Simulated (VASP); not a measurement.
Input of a VASP 6.6.1 run:

Contents of INCAR:

```
SYSTEM = SiNi2
  PREC = Accurate
  ENCUT = 520
  EDIFF = 1E-7
  ISMEAR = 0
  SIGMA = 0.1
  LREAL = .False.
  LASPH = .True.
  NELM = 60
  ALGO = Fast
  ISIF = 2
  LWAVE = .False.
  LCHARG = .True.
  GGA = PS
  LELF = .True.
  LVHAR = .True.
  NBANDS = 33
```

File KPOINTS:

```
regular mesh
0
Gamma
  12 12 8
  0 0 0
```

The input POSCAR:

```
SiNi2
1.0
    3.8340825471      0.0000000000      0.0000000000
   -1.9170412736      3.3204128860      0.0000000000
    0.0000000000      0.0000000000      4.8553970320
Si Ni
2 4
Direct
    0.3333333333      0.6666666667      0.7500000000
    0.6666666667      0.3333333333      0.2500000000
    0.0000000000      0.0000000000      0.0000000000
    0.0000000000      0.0000000000      0.5000000000
    0.3333333333      0.6666666667      0.2500000000
    0.6666666667      0.3333333333      0.7500000000
```

Potentials or basis: VASP PAW PBE potentials, release 64 (Si, Ni).

The run is started by

```console
$ cat potpaw_PBE.64/Si/POTCAR potpaw_PBE.64/Ni/POTCAR > POTCAR
$ mpirun -np 1 vasp_std > vasp.out
```

Task: Predict the pressure.

Result: 7.5 GPa.

Task: Estimate the band gap on the k mesh.

Result: Zero (bands 24 and 25 overlap by 3.51 eV).

Stress tensor (GPa, compression positive):
```
7.63 0.00 0.00
0.00 7.63 0.00
0.00 0.00 7.39
```

Caveat: the cell stands under pressure; the PAW data sets were made with another functional, which shifts forces and pressure a little. Spin polarisation is off, so any magnetic state and its effect on volume and gap are missing.
